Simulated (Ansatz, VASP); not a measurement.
## Two plane-wave programs on Rb2NaPt

```
CELL_PARAMETERS angstrom
-3.06468 3.06468 3.63785
3.06468 -3.06468 3.63785
3.06468 3.06468 -3.63785
ATOMIC_POSITIONS crystal
Rb 0.50000 0.00000 0.50000
Rb 0.00000 0.50000 0.50000
Na 0.50000 0.50000 0.00000
Pt 0.00000 0.00000 0.00000
```

Alike in both runs: task relaxation of cell and atoms; functional PBE; k mesh 4 × 4 × 4; occupations gaussian, width 0.1 eV; no spin polarisation.

```csv
,VASP,Ansatz
version,VASP 6.6.1,Ansatz 0.2.0
potentials or method,"VASP PAW PBE potentials, release 64 (Rb_sv, Na_pv, Pt), cutoff 600 eV","scalar-relativistic, plane waves, PAW"
valence electrons in the cell,35,45
```

|  | VASP | Ansatz | Ansatz less VASP |
| --- | --- | --- | --- |
| gap on the k mesh at the Fermi level, each at its own relaxed structure (eV) | none | none | - |
| relaxed volume (Å³/atom) | 37.75 | 36.71 | -1.040 |
| relaxed cell length with the largest relative difference (Å) | 5.812 | 5.759 | -0.0536 |

A gap of «none» marks a metal or a gap that the smearing closes. VASP's potentials hold 35 valence electrons a cell and Ansatz's 45, so a difference there can come from the potentials and not from the codes.

The k mesh is coarse, so the values compare programs but aren't converged. Spin-orbit coupling is off throughout.
